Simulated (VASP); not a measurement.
Te: single point with PBE

The system is Te.

```
Te
1.0
     2.14710    1.23963    6.67439
    -2.14710    1.23963    6.67439
     0.00000   -2.47926    6.67439
Te
3
Direct
  0.00000 0.00000 0.00000
  0.24318 0.24318 0.24318
  0.75682 0.75682 0.75682
```

```json
{"Program": "VASP 6.6.1", "Task": "single point", "Functional": "PBE", "Potentials or basis": "VASP PAW PBE potentials, release 64 (Te)", "Cutoff": "520 eV", "k mesh": "6 × 6 × 6", "Occupations": "gaussian, width 0.1 eV", "Spin": "no spin polarisation", "Dipole correction": "no", "Further INCAR settings": "ALGO = Normal; EDIFF = 1e-06; NBANDS = 16"}
```

```json
{
  "Pressure": "-0.1 GPa",
  "Largest force": "0.024 eV/Å"
}
```

Forces in eV/Å, atoms in the order of the input:
```
Te   0.000  0.000  0.000
Te   0.000  0.000 -0.024
Te   0.000  0.000  0.024
```

Stress tensor (GPa, compression positive):
```
-0.21  0.00  0.00
 0.00 -0.21  0.00
 0.00  0.00  0.14
```

Levels at points of the mesh, in eV from the Fermi level:
```csv
k point,band 5,band 6,band 7,band 8,band 9,band 10,band 11,band 12,band 13,band 14
"(0.00, 0.00, 0.00)",-2.44,-1.96,-1.88,-0.89,-0.89,1.10,1.10,1.22,5.68,5.68
"(0.50, 0.00, 0.00)",-3.77,-3.65,-2.32,-1.31,-0.99,0.56,2.28,3.26,4.57,6.39
"(0.50, 0.50, 0.00)",-3.78,-3.38,-2.27,-0.68,-0.52,1.33,1.37,1.85,3.17,6.32
"(0.50, 0.50, 0.50)",-2.53,-2.53,-0.60,-0.60,-0.12,-0.04,0.86,0.86,4.83,6.01
```

Run time: 80 s on 1 thread of Intel(R) Xeon(R) Platinum 8488C (Sapphire Rapids), on a shared host, peak memory 0.37 GiB.

Caveat: spin-orbit coupling is left out, which moves the levels of the heavy elements.
